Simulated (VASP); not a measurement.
# Al2O3 (P-6m2) in VASP: notebook

Al2O3 is run at these levels: r2SCAN+D4; tasks: single point.

All numbers are computed with VASP 6.6.1; they aren't measurements. Logs are shortened: lines on timing, memory, paths and dates and some standing lists are left out, and cuts for length are marked.

## Step 1: The cell of the first run

Symmetry: P-6m2, No. 187, hexagonal system. Conventional cell: a = 2.850 Å, b = 2.850 Å, c = 7.316 Å, α = 90.00°, β = 90.00°, γ = 120.00°. Al (site symmetry 3m) has 6 O at 1.77 to 2.15 Å within 2.4 Å. Within 2.4 Å of O (site symmetry 3m) lie 3 Al at 1.77 Å. Within 2.8 Å of O (site symmetry -6m2) lie 6 Al at 2.15 Å and 6 O at 2.63 Å.

## Step 2: Single point, r2SCAN+D4

Input file POSCAR:

```
Al2O3
1.0
    2.8500956441     -0.0000000029      0.0000000000
   -1.4250478196      2.4682552325      0.0000000000
    0.0000000000      0.0000000000      7.3160918803
Al O
2 3
Direct
    0.0000000000      0.0000000000      0.1891624774
    0.0000000000      0.0000000000      0.8108375226
    0.3333333333      0.6666666667      0.2799359678
    0.6666666667      0.3333333333      0.0000000000
    0.3333333333      0.6666666667      0.7200640322
```

Input file INCAR.step1:

```
PREC     = Accurate       # precision mode
ENCUT    = 520            # plane-wave cutoff, eV
ISMEAR   = 0              # smearing method
SIGMA    = 0.01           # smearing width, eV
LREAL    = False          # projectors in reciprocal space
LASPH    = True           # aspherical terms in the spheres
NELM     = 100            # most SCF steps
NBANDS   = 20             # bands
GGA      = PE             # functional
ALGO     = Normal         # electronic algorithm
EDIFF    = 1E-4           # SCF threshold, eV
LWAVE    = True           # write WAVECAR
LCHARG   = False          # write CHGCAR
```

Input file INCAR.step2:

```
PREC     = Accurate       # precision mode
ENCUT    = 520            # plane-wave cutoff, eV
EDIFF    = 1E-6           # SCF threshold, eV
ISMEAR   = 0              # smearing method
SIGMA    = 0.01           # smearing width, eV
LREAL    = False          # projectors in reciprocal space
LASPH    = True           # aspherical terms in the spheres
NELM     = 100            # most SCF steps
ALGO     = Normal         # electronic algorithm
ISIF     = 2              # what is computed and relaxed
LWAVE    = False          # write WAVECAR
LCHARG   = False          # write CHGCAR
METAGGA  = R2SCAN         # meta-GGA
LMIXTAU  = True         
IVDW     = 13             # dispersion correction
VDW_S6   = 1.0          
VDW_S8   = 0.6018749    
VDW_A1   = 0.51559235   
VDW_A2   = 5.77342911   
NBANDS   = 20             # bands
ISTART   = 1
```

Input file KPOINTS:

```
Automatic mesh
0
Gamma
  6 6 2
```

Potentials or basis: VASP PAW PBE potentials, release 64 (Al, O).

On the command line:

```
> cat potpaw_PBE.64/Al/POTCAR potpaw_PBE.64/O/POTCAR > POTCAR
> cp INCAR.step1 INCAR
> mpirun -np 1 vasp_std > vasp.out
> cp INCAR.step2 INCAR
> mpirun -np 1 vasp_std > vasp.out
```

OUTCAR:

```text
PREC = Accurate
   ENCUT = 520
   EDIFF = 1E-6
   ISMEAR = 0
   LREAL = False
   LASPH = True
   NELM = 100
   ISIF = 2
   METAGGA = R2SCAN
   IVDW = 13
   ISTART = 1

 ion  position               nearest neighbor table
   1  0.000  0.000  0.189-   3 1.77   3 1.77   3 1.77   4 2.15   4 2.15   4 2.15   2 2.77
   2  0.000  0.000  0.811-   5 1.77   5 1.77   5 1.77   4 2.15   4 2.15   4 2.15   1 2.77
   3  0.333  0.667  0.280-   1 1.77   1 1.77   1 1.77
   4  0.667  0.333  0.000-   1 2.15   2 2.15   1 2.15   2 2.15   1 2.15   2 2.15
   5  0.333  0.667  0.720-   2 1.77   2 1.77   2 1.77

  LATTYP: Found a hexagonal cell.
 ALAT       =     2.8500956441
 C/A-ratio  =     2.5669636370

  Lattice vectors:

 A1 = (   2.8500956441,  -0.0000000029,   0.0000000000)
 A2 = (  -1.4250478196,   2.4682552325,   0.0000000000)
 A3 = (   0.0000000000,   0.0000000000,   7.3160918803)

Analysis of symmetry for initial positions (statically):
=====================================================================
 Subroutine PRICEL returns:
 Original cell was already a primitive cell.

 Routine SETGRP: Setting up the symmetry group for a
 hexagonal supercell.

 Subroutine GETGRP returns: Found 12 space group operations
 (whereof 12 operations were pure point group operations)
 out of a pool of 24 trial point group operations.

The static configuration has the point symmetry D_3h.

Analysis of symmetry for dynamics (positions and initial velocities):
=====================================================================
 Subroutine PRICEL returns:
 Original cell was already a primitive cell.

 Routine SETGRP: Setting up the symmetry group for a
 hexagonal supercell.

 Subroutine GETGRP returns: Found 12 space group operations
 (whereof 12 operations were pure point group operations)
 out of a pool of 24 trial point group operations.

The dynamic configuration has the point symmetry D_3h.

 Subroutine INISYM returns: Found 12 space group operations
 (whereof 12 operations are pure point group operations),
 and found     1 'primitive' translations

----------------------------------------------------------------------------------------

                                     Primitive cell

  volume of cell :      51.4670

  direct lattice vectors                    reciprocal lattice vectors
     2.850095644 -0.000000003  0.000000000     0.350865418  0.202572243  0.000000000
    -1.425047820  2.468255232  0.000000000     0.000000000  0.405144487  0.000000000
     0.000000000  0.000000000  7.316091880     0.000000000  0.000000000  0.136684997

  length of vectors
     2.850095644  2.850095644  7.316091880     0.405144487  0.405144487  0.136684997

  position of ions in fractional coordinates (direct lattice)
     0.000000000  0.000000000  0.189162477
     0.000000000  0.000000000  0.810837523
     0.333333333  0.666666667  0.279935968
     0.666666667  0.333333333  0.000000000
     0.333333333  0.666666667  0.720064032

  ion indices of the primitive-cell ions
   primitive index   ion index
                 1           1
                 2           2
                 3           3
                 4           4
                 5           5

----------------------------------------------------------------------------------------

 KPOINTS: Automatic mesh

Automatic generation of k-mesh.
 Grid dimensions read from file:
 generate k-points for:    6    6    2

 Generating k-lattice:

  Cartesian coordinates                     Fractional coordinates (reciprocal lattice)
     0.058477570  0.033762041  0.000000000     0.166666667  0.000000000  0.000000000
     0.000000000  0.067524081  0.000000000    -0.000000000  0.166666667  0.000000000
     0.000000000  0.000000000  0.068342499     0.000000000  0.000000000  0.500000000

  Length of vectors
     0.067524081  0.067524081  0.068342499

  Shift w.r.t. Gamma in fractional coordinates (k-lattice)
     0.000000000  0.000000000  0.000000000

 Subroutine IBZKPT returns following result:
 ===========================================

 Found     14 irreducible k-points:

 Following reciprocal coordinates:
            Coordinates               Weight
  0.000000  0.000000  0.000000      1.000000
  0.166667 -0.000000  0.000000      6.000000
  0.333333 -0.000000  0.000000      6.000000
  0.500000 -0.000000  0.000000      3.000000
  0.166667  0.166667  0.000000      6.000000
  0.333333  0.166667  0.000000     12.000000
  0.333333  0.333333  0.000000      2.000000
  0.000000  0.000000  0.500000      1.000000
  0.166667 -0.000000  0.500000      6.000000
  0.333333 -0.000000  0.500000      6.000000
  0.500000 -0.000000  0.500000      3.000000
  0.166667  0.166667  0.500000      6.000000
  0.333333  0.166667  0.500000     12.000000
  0.333333  0.333333  0.500000      2.000000
   k-points           NKPTS =     14   k-points in BZ     NKDIM =     14   number of bands    NBANDS=     20
   number of dos      NEDOS =    301   number of ions     NIONS =      5
   total plane-waves  NPLWV =  31104
   dimension x,y,z NGX =    24 NGY =   24 NGZ =   54
   dimension x,y,z NGXF=    48 NGYF=   48 NGZF=  108
   ions per type =               2   3
   NGX,Y,Z   is equivalent  to a cutoff of  14.00, 14.00, 12.27 a.u.
   NGXF,Y,Z  is equivalent  to a cutoff of  28.00, 28.00, 24.54 a.u.
 SYSTEM =  unknown system
   PREC   = accura    normal or accurate (medium, high low for compatibility)
   ISTART =      1    job   : 0-new  1-cont  2-samecut
   ICHARG =      0    charge: 1-file 2-atom 10-const
   ISPIN  =      1    spin polarized calculation?
   LNONCOLLINEAR =      F non collinear calculations
   LSORBIT =      F    spin-orbit coupling
   LASPH  =      T    aspherical Exc in radial PAW
   ENCUT  =  520.0 eV  38.22 Ry    6.18 a.u.   5.30  5.30 13.60*2*pi/ulx,y,z
   NELM   =    100;   NELMIN=  2; NELMDL=  0     # of ELM steps
   EDIFF  = 0.1E-05   stopping-criterion for ELM
   LREAL  =      F    real-space projection
   EDIFFG = 0.1E-04   stopping-criterion for IOM
   NSW    =      0    number of steps for IOM
   IBRION =     -1    ionic relax: 0-MD 1-quasi-New 2-CG
   NFREE  =      0    steps in history (QN), initial steepest desc. (CG)
   ISIF   =      2    stress and relaxation
   ISYM   =      2    0-nonsym 1-usesym 2-fastsym
   POTIM  = 0.5000    time-step for ionic-motion
   TEBEG  =    0.0;   TEEND  =   0.0 temperature during run
   PSTRESS=    0.0 pullay stress
   NELECT =      24.0000    total number of electrons
   NUPDOWN=      -1.0000    fix difference up-down
   EMIN   =  10.00;   EMAX   =-10.00  energy-range for DOS
   EFERMI =   0.00;   METHOD = LEGACY
   ISMEAR =     0;   SIGMA  =   0.01  broadening in eV -4-tet -1-fermi 0-gaus
   EFERMI_NEDOS =   21; number of points for ismear=-14 and -15
   IALGO  =     38    algorithm
   IMIX   =      4    mixing-type and parameters
     AMIX     =   0.40;   BMIX     =  1.00
     AMIX_MAG =   1.60;   BMIX_MAG =  1.00
  volume/ion in A,a.u.               =      10.29        69.46
  Fermi-wavevector in a.u.,A,eV,Ry     =   1.269509  2.399024 21.927863  1.611652
  Thomas-Fermi vector in A             =   2.402546
   LORBIT       =      0    0 simple, 1 ext, 2 COOP (PROOUT), +10 PAW based schemes
   METAGGA = R2SCAN    functional components
   LHFCALC =     F    Hartree Fock is set to
   AEXX    =    0.0000 exact exchange contribution
   IVDW    =    13    specifies the selected vdW correction
   LEPSILON=     F    determine dielectric tensor
   LRPA    =     F    only Hartree local field effects (RPA)
 non-spin polarized calculation
 Gauss-broadening in eV      SIGMA  =   0.01
  energy-cutoff  :      520.00
  volume of cell :       51.47
 maximum number of plane-waves:      1404
 NGX is ok and might be reduce to    24
   NGX = 11   NGY = 11   NGZ = 27

 number of electron      23.9999997 magnetization

 Free energy of the ion-electron system (eV)
  ---------------------------------------------------
  ext. energy  EPLUGINS =         0.00000000
  ---------------------------------------------------
  free energy    TOTEN  =       -46.81841143 eV

  energy without entropy =      -46.81841143  energy(sigma->0) =      -46.81841143

 E-fermi :   3.5301     XC(G=0): -10.8337

 val. band max:        3.4095509794   @ k =   0.1667  -0.0000   0.0000
 cond. band min:       8.9994209424   @ k =   0.0000   0.0000   0.0000
 fundamental gap:      5.5898699631
 Fermi energy:         3.5300906500

 k-point     1 :       0.0000    0.0000    0.0000
  band No.  band energies     occupation
      1     -16.7315      2.00000
      2     -15.5618      2.00000
      3     -14.4236      2.00000
      4      -1.8897      2.00000
      5       0.7311      2.00000
      6       1.6117      2.00000
[... 12 lines left out ...]
     19      19.5561      0.00000
     20      19.7716      0.00000

 k-point     2 :       0.1667   -0.0000    0.0000
  band No.  band energies     occupation
      1     -16.3872      2.00000
      2     -15.3128      2.00000
      3     -14.3072      2.00000
      4      -1.7582      2.00000
      5      -0.0647      2.00000
      6       0.9024      2.00000
[... 12 lines left out ...]
     19      19.0291      0.00000
     20      19.8763      0.00000

 k-point     3 :       0.3333   -0.0000    0.0000
  band No.  band energies     occupation
      1     -15.5325      2.00000
      2     -14.7637      2.00000
      3     -14.1506      2.00000
      4      -2.1814      2.00000
      5      -2.0392      2.00000
      6      -0.6859      2.00000
[... 12 lines left out ...]
     19      18.9472      0.00000
     20      19.4538      0.00000

 k-point     4 :       0.5000   -0.0000    0.0000
  band No.  band energies     occupation
      1     -14.8759      2.00000
      2     -14.4567      2.00000
      3     -14.2469      2.00000
      4      -2.9854      2.00000
      5      -2.7499      2.00000
      6      -1.3839      2.00000
[... 199 lines left out ...]
 k-point    13 :       0.3333    0.1667    0.5000
  band No.  band energies     occupation
      1     -14.9313      2.00000
      2     -14.5025      2.00000
      3     -14.1562      2.00000
      4      -2.4869      2.00000
      5      -2.4262      2.00000
      6      -1.0829      2.00000
[... 12 lines left out ...]
     19      18.5265      0.00000
     20      18.6029      0.00000

 k-point    14 :       0.3333    0.3333    0.5000
  band No.  band energies     occupation
      1     -14.4479      2.00000
      2     -14.3489      2.00000
      3     -14.3468      2.00000
      4      -2.4219      2.00000
      5      -2.0893      2.00000
      6      -1.1094      2.00000
[... 12 lines left out ...]
     19      17.9983      0.00000
     20      18.3784      0.00000

------------------------ aborting loop because EDIFF is reached ----------------------------------------

  DFT-D4 for vdW energy calculation

  Edisp (eV):   -0.43455

  FORCE on cell =-STRESS in cart. coord.  units (eV):
  Direction    XX          YY          ZZ          XY          YZ          ZX
  --------------------------------------------------------------------------------------
  -------------------------------------------------------------------------------------
  Total       0.06542     0.06542    -0.09618    -0.00000     0.00000    -0.00000
  in kB       2.03657     2.03657    -2.99417    -0.00000     0.00000    -0.00000
  external pressure =        0.36 kB  Pullay stress =        0.00 kB

 VOLUME and BASIS-vectors are now :
 -----------------------------------------------------------------------------
  energy-cutoff  :      520.00
  volume of cell :       51.47
      direct lattice vectors                 reciprocal lattice vectors
     2.850095644 -0.000000003  0.000000000     0.350865418  0.202572243  0.000000000
    -1.425047820  2.468255232  0.000000000     0.000000000  0.405144487  0.000000000
     0.000000000  0.000000000  7.316091880     0.000000000  0.000000000  0.136684997

 POSITION                                       TOTAL-FORCE (eV/Angst)
 -----------------------------------------------------------------------------------
      0.00000      0.00000      1.38393        -0.000000     -0.000000     -0.040647
      0.00000      0.00000      5.93216         0.000000     -0.000000      0.040647
      0.00000      1.64550      2.04804         0.000000      0.000000      0.025309
      1.42505      0.82275      0.00000         0.000000      0.000000      0.000000
      0.00000      1.64550      5.26805         0.000000      0.000000     -0.025309
 -----------------------------------------------------------------------------------
    total drift:                                0.000008     -0.000004      0.000000

  FREE ENERGIE OF THE ION-ELECTRON SYSTEM (eV)
  ---------------------------------------------------
  free  energy   TOTEN  =       -47.2529599389 eV

  energy  without entropy=      -47.2529599389  energy(sigma->0) =      -47.25295994
```

It took 3 min on 1 thread of AMD EPYC 7R13, shared host; peak memory 0.14 GiB.

What came out:

```
Free energy                : -47.2530 eV
Pressure                   : 0.0 GPa
Largest force              : 0.041 eV/Å
Band gap on the k mesh     : 5.59 eV, indirect (least direct gap 5.73 eV)
Dispersion energy per atom : -0.087 eV
```

Forces on the atoms (eV/Å):
```
Al   0.000  0.000 -0.041
Al   0.000  0.000  0.041
O    0.000  0.000  0.025
O    0.000  0.000  0.000
O    0.000  0.000 -0.025
```

Levels at points of the mesh, in eV from the valence-band top:
```tsv
k point	band 9	band 10	band 11	band 12	band 13	band 14	band 15	band 16
(0.00, 0.00, 0.00)	-1.49	-0.79	-0.79	-0.14	5.59	8.50	9.59	12.48
(0.50, 0.00, 0.00)	-2.22	-1.30	-1.00	-0.89	8.69	9.79	10.24	12.48
(0.00, 0.00, 0.50)	-1.51	-0.79	-0.78	-0.78	6.10	8.10	9.31	13.14
(0.50, 0.00, 0.50)	-2.25	-1.29	-1.23	-0.60	8.82	9.87	10.32	11.21
```

Caveat: the k points lie up to 0.43 Å⁻¹ apart; the PAW data sets were made with another functional, which shifts forces and pressure a little.

## Step 3: Single point, r2SCAN+D4

POSCAR is that of step 2.

Input file INCAR.step1:

```
SYSTEM = Al2O3
ALGO = Normal ; EDIFF = 1E-4
ENCUT = 520 ; GGA = PE
ISMEAR = 0 ; LASPH = .True.
LCHARG = .False. ; LREAL = .False.
LWAVE = .True. ; NBANDS = 20
NELM = 80 ; PREC = Accurate
SIGMA = 0.01
```

Input file INCAR.step2:

```
SYSTEM = Al2O3
ALGO = Normal ; EDIFF = 1E-6
ENCUT = 520 ; ISIF = 2
ISMEAR = 0 ; ISTART = 1
IVDW = 13 ; LASPH = .True.
LCHARG = .False. ; LMIXTAU = .True.
LREAL = .False. ; LWAVE = .False.
METAGGA = R2SCAN ; NBANDS = 20
NELM = 80 ; PREC = Accurate
SIGMA = 0.01 ; VDW_A1 = 0.51559235
VDW_A2 = 5.77342911 ; VDW_S6 = 1.0
VDW_S8 = 0.6018749
```

Input file KPOINTS:

```
k-points
0
Gamma
  8 8 3
  0 0 0
```

Potentials or basis: VASP PAW PBE potentials, release 64 (Al, O).

On the command line:

```
> cat potpaw_PBE.64/Al/POTCAR potpaw_PBE.64/O/POTCAR > POTCAR
> cp INCAR.step1 INCAR
> mpirun -np 1 vasp_std > vasp.out
> cp INCAR.step2 INCAR
> mpirun -np 1 vasp_std > vasp.out
```

Run time: 3.7 min. Hardware: 1 thread of AMD EPYC 7R13, shared host; peak memory 0.15 GiB.

The run converged. Its results:

```yaml
Free_energy: -47.2537 eV
Pressure: 0.0 GPa
Largest_force: 0.040 eV/Å
Band_gap_on_the_k_mesh: 5.60 eV, indirect (least direct gap 5.73 eV)
Dispersion_energy_per_atom: -0.087 eV
```

Forces on the atoms (eV/Å):
```
Al   0.000  0.000 -0.040
Al   0.000  0.000  0.040
O    0.000  0.000  0.026
O    0.000  0.000  0.000
O    0.000  0.000 -0.026
```

Stress tensor (GPa, compression positive):
```
 0.20  0.00  0.00
 0.00  0.20  0.00
 0.00  0.00 -0.30
```

Levels at points of the mesh, in eV from the valence-band top:
```tsv
k point	band 9	band 10	band 11	band 12	band 13	band 14	band 15	band 16
(0.00, 0.00, 0.00)	-1.48	-0.78	-0.78	-0.13	5.60	8.51	9.60	12.49
(0.50, 0.00, 0.00)	-2.21	-1.29	-0.99	-0.88	8.70	9.80	10.25	12.49
```

Caveat: the PAW data sets were made with another functional, which shifts forces and pressure a little. A k mesh can miss the band edges.
